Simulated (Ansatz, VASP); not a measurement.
**Rb in VASP and in Ansatz**

```
Rb
1.0
    -0.03640    3.63988    3.63988
     3.63988   -0.03640    3.63988
     3.60349    3.60349    0.00000
Rb
1
Cartesian
  0.0000 0.0000 0.0000
```

Change from the starting cell: strain -0.0200 x Voigt [0, 0, 0, 0, 0, 1], atoms carried along.

Alike in both runs: task single point; functional LDA; k mesh 12 × 12 × 12; occupations gaussian, width 0.15 eV; no spin polarisation.

|  | VASP | Ansatz |
| --- | --- | --- |
| version | VASP 6.6.1 | Ansatz 0.2.0 |
| potentials or method | VASP PAW LDA potentials, release 64 (Rb_sv), cutoff 520 eV | scalar-relativistic, plane waves, PAW |
| valence electrons in the cell | 9 | 9 |

```tsv
	VASP	Ansatz	Ansatz less VASP
gap on the k mesh at the Fermi level (eV)	none	none	-
pressure (GPa)	-0.5	-0.5	0.00
```

LDA's correlation is that of Perdew and Zunger in VASP and of Perdew and Wang (1992) in Ansatz. A gap of «none» marks a metal or a gap that the smearing closes.
